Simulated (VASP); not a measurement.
Here is a VASP 6.6.1 calculation.

File INCAR:

```
PREC     = Accurate       # precision mode
ENCUT    = 520            # plane-wave cutoff, eV
EDIFF    = 1E-7           # SCF threshold, eV
ISMEAR   = 0              # smearing method
SIGMA    = 0.02           # smearing width, eV
LREAL    = F              # projectors in reciprocal space
LASPH    = T              # aspherical terms in the spheres
NELM     = 100            # most SCF steps
ALGO     = Normal         # electronic algorithm
ISIF     = 2              # what is computed and relaxed
LWAVE    = F              # write WAVECAR
LCHARG   = T              # write CHGCAR
GGA      = PE             # functional
LELF     = T              # ELF
LVHAR    = T            
NBANDS   = 21             # bands
```

The input KPOINTS:

```
regular mesh
0
Gamma
  12 12 12
```

File POSCAR:

```
NaH
1.0
    1.6830204649      0.9716923185      8.6941299408
   -1.6830204649      0.9716923185      8.6941299408
    0.0000000000     -1.9433846370      8.6941299408
Na H
3 3
Direct
    0.5000000000      0.5000000000      0.5000000000
    0.6128941951      0.6128941951      0.6128941951
    0.3871058049      0.3871058049      0.3871058049
    0.0000000000      0.0000000000      0.0000000000
    0.7768490861      0.7768490861      0.7768490861
    0.2231509139      0.2231509139      0.2231509139
```

Potentials or basis: VASP PAW PBE potentials, release 64 (Na_pv, H).

Launch:

```console
$ cat potpaw_PBE.64/Na_pv/POTCAR potpaw_PBE.64/H/POTCAR > POTCAR
$ mpirun -np 1 vasp_std > vasp.out
```

(1) Predict the band gap on the k mesh.

(2) Estimate the pressure.

## Answers

(1) 3.46 eV (least direct gap 4.21 eV).

(2) 0.0 GPa.
